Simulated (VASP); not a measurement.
# KTaO3 (P4/mmm) in VASP: a series of runs, part 2 of 2

VASP 6.6.1. The steps go on from the part before.

## (3) Single point, PBEsol (biaxial strain in the a-b plane: +3.0 %)

The input, INCAR:

```
PREC     = Accurate       # precision mode
ENCUT    = 520            # plane-wave cutoff, eV
EDIFF    = 1E-6           # SCF threshold, eV
ISMEAR   = 0              # smearing method
SIGMA    = 0.02           # smearing width, eV
LREAL    = F              # projectors in reciprocal space
LASPH    = T              # aspherical terms in the spheres
NELM     = 100            # most SCF steps
ALGO     = Normal         # electronic algorithm
ISIF     = 2              # what is computed and relaxed
LWAVE    = F              # write WAVECAR
LCHARG   = F              # write CHGCAR
GGA      = PS             # functional
NBANDS   = 27             # bands
```

The input, KPOINTS:

```
regular mesh
0
Gamma
  8 8 8
```

The input, POSCAR:

```
KTaO3
1.0
    4.1051803310      0.0000000000      0.0000000000
    0.0000000000      4.1051803310      0.0000000000
    0.0000000000      0.0000000000      3.9138709563
K Ta O
1 1 3
Direct
    0.5000000000      0.5000000000      0.5000000000
    0.0000000000      0.0000000000      0.0000000000
    0.0000000000      0.5000000000      0.0000000000
    0.0000000000      0.0000000000      0.5000000000
    0.5000000000      0.0000000000      0.0000000000
```

Potentials or basis: VASP PAW PBE potentials, release 64 (K_sv, Ta_pv, O).

Launch:

```console
$ cat potpaw_PBE.64/K_sv/POTCAR potpaw_PBE.64/Ta_pv/POTCAR potpaw_PBE.64/O/POTCAR > POTCAR
$ mpirun -np 1 vasp_std > vasp.out
```

OUTCAR:

```text
PREC = Accurate
   ENCUT = 520
   EDIFF = 1E-6
   ISMEAR = 0
   LREAL = F
   LASPH = T
   NELM = 100
   ISIF = 2
   GGA = PS

 ion  position               nearest neighbor table
   1  0.500  0.500  0.500-   3 2.84   5 2.84   3 2.84   5 2.84   5 2.84   5 2.84   3 2.84   3 2.84
                             2 3.50   2 3.50   2 3.50   2 3.50   2 3.50   2 3.50   2 3.50   2 3.50
   2  0.000  0.000  0.000-   4 1.96   4 1.96   5 2.05   3 2.05   3 2.05   5 2.05   1 3.50   1 3.50
                             1 3.50   1 3.50   1 3.50   1 3.50   1 3.50   1 3.50
   3  0.000  0.500  0.000-   2 2.05   2 2.05   1 2.84   1 2.84   1 2.84   1 2.84
[... 928 lines left out ...]
  -------------------------------------------------------------------------------------
  Total       -4.8271035     -4.8271035      2.0098656      0.0000000      0.0000000      0.0000000
  in kB     -117.2536068   -117.2536068     48.8209929      0.0000000      0.0000000      0.0000000
  external PRESSURE =     -61.8954069 kB  Pullay stress =       0.0000000 kB

 VOLUME and BASIS-vectors are now :
 -----------------------------------------------------------------------------
  energy-cutoff  :      520.00
  volume of cell :       65.96
      direct lattice vectors                 reciprocal lattice vectors
     4.105180331  0.000000000  0.000000000     0.243594658  0.000000000  0.000000000
     0.000000000  4.105180331  0.000000000     0.000000000  0.243594658  0.000000000
     0.000000000  0.000000000  3.913870956     0.000000000  0.000000000  0.255501526

 POSITION                                       TOTAL-FORCE (eV/Angst)
 -----------------------------------------------------------------------------------
      2.05259      2.05259      1.95694         0.000000      0.000000      0.000000
      0.00000      0.00000      0.00000         0.000000      0.000000      0.000000
      0.00000      2.05259      0.00000         0.000000      0.000000      0.000000
      0.00000      0.00000      1.95694         0.000000      0.000000      0.000000
      2.05259      0.00000      0.00000         0.000000      0.000000      0.000000
 -----------------------------------------------------------------------------------
    total drift:                                0.000000      0.000000     -0.000000

  FREE ENERGIE OF THE ION-ELECTRON SYSTEM (eV)
  ---------------------------------------------------
  free  energy   TOTEN  =       -42.7632322711 eV

  energy  without entropy=      -42.7632322711  energy(sigma->0) =      -42.76323227
```

It took 82 s on 1 thread of Intel Xeon 6975P-C (Granite Rapids), shared host; peak memory 0.27 GiB.

What came out:

- Free energy: -42.7632 eV
- Pressure: -6.2 GPa
- Band gap on the k mesh: 1.92 eV (least direct gap 2.54 eV)

Stress tensor (GPa, compression positive):
```
-11.73   0.00   0.00
  0.00 -11.73   0.00
  0.00   0.00   4.88
```

Caveat: the cell differs from its parent crystal (biaxial strain in the a-b plane: +3.0 %); the cell stands under tension; the PAW data sets were made with another functional, which shifts forces and pressure a little; spin-orbit coupling is left out, which moves the levels of the heavy elements. A k mesh can miss the band edges.

## (4) Single point, PBEsol (biaxial strain in the a-b plane: +3.0 %, then relaxed in part)

The input, INCAR:

```
SYSTEM = KTaO3
PREC = Accurate
ENCUT = 520
EDIFF = 1E-6
ISMEAR = 0
SIGMA = 0.02
LREAL = .False.
LASPH = .True.
NELM = 60
ALGO = Normal
ISIF = 2
LWAVE = .False.
LCHARG = .False.
GGA = PS
NBANDS = 27
```

The input, KPOINTS:

```
regular mesh
0
Gamma
  8 8 8
  0 0 0
```

POSCAR: that of step 3 with these lines changed.

```diff
@@ -4,3 +4,3 @@
     0.0000000000      4.1051803310      0.0000000000
-    0.0000000000      0.0000000000      3.9138709563
+    0.0000000000      0.0000000000      3.9472889857
 K Ta O
```

Launch:

```console
$ cat potpaw_PBE.64/K_sv/POTCAR potpaw_PBE.64/Ta_pv/POTCAR potpaw_PBE.64/O/POTCAR > POTCAR
$ mpirun -np 1 vasp_std > vasp.out
```

Run time: 77 s. Hardware: 1 thread of Intel Xeon 6975P-C (Granite Rapids), shared host; peak memory 0.27 GiB.

It converged, with:

| Item | Value |
| --- | --- |
| Free energy | -42.7736 eV |
| Pressure | -7.9 GPa |
| Band gap on the k mesh | 1.91 eV (least direct gap 2.55 eV) |

Stress tensor (GPa, compression positive):
```
-12.23   0.00   0.00
  0.00 -12.23   0.00
  0.00   0.00   0.75
```

Levels at points of the mesh, in eV from the valence-band top:
| k point | band 16 | band 17 | band 18 | band 19 | band 20 | band 21 | band 22 | band 23 |
| --- | --- | --- | --- | --- | --- | --- | --- | --- |
| (0.00, 0.00, 0.00) | -0.89 | -0.66 | -0.66 | -0.64 | 1.91 | 1.97 | 1.97 | 5.82 |
| (0.50, 0.00, 0.00) | -2.22 | -1.47 | -0.96 | -0.84 | 2.09 | 4.48 | 4.48 | 6.21 |
| (0.50, 0.50, 0.00) | -1.81 | -1.70 | -1.70 | -0.05 | 4.51 | 4.51 | 5.66 | 7.64 |
| (0.00, 0.00, 0.50) | -2.00 | -1.40 | -0.83 | -0.83 | 2.09 | 4.97 | 4.97 | 5.93 |
| (0.50, 0.00, 0.50) | -1.76 | -1.32 | -1.29 | -0.09 | 4.53 | 5.00 | 6.03 | 6.69 |
| (0.50, 0.50, 0.50) | -3.56 | -0.05 | -0.05 | 0.00 | 5.78 | 6.13 | 6.13 | 8.48 |

Caveat: the cell differs from its parent crystal (biaxial strain in the a-b plane: +3.0 %, then relaxed in part); the cell stands under tension; the PAW data sets were made with another functional, which shifts forces and pressure a little; spin-orbit coupling is left out, which moves the levels of the heavy elements. A k mesh can miss the band edges.

## (5) The runs side by side

| cell | gap on the mesh (eV) | pressure (GPa) |
| --- | --- | --- |
| a = 4.045, b = 4.045, c = 3.965 Å, 5 atoms | 2.00 | -4.0 |
| a = 4.105, b = 4.105, c = 3.914 Å, 5 atoms | 1.92 | -6.2 |
| a = 4.105, b = 4.105, c = 3.947 Å, 5 atoms | 1.91 | -7.9 |

Alike in all rows: task single point; level PBEsol; potentials or basis VASP PAW PBE potentials, release 64 (K_sv, Ta_pv, O); no spin polarisation; k mesh 8 × 8 × 8; cutoff (eV) 520; smearing gaussian 0.02 eV.

Caveats: the cell stands under tension; the PAW data sets were made with another functional, which shifts forces and pressure a little; spin-orbit coupling is left out, which moves the levels of the heavy elements.

Absolute energies hang on the potentials; compare differences alone.
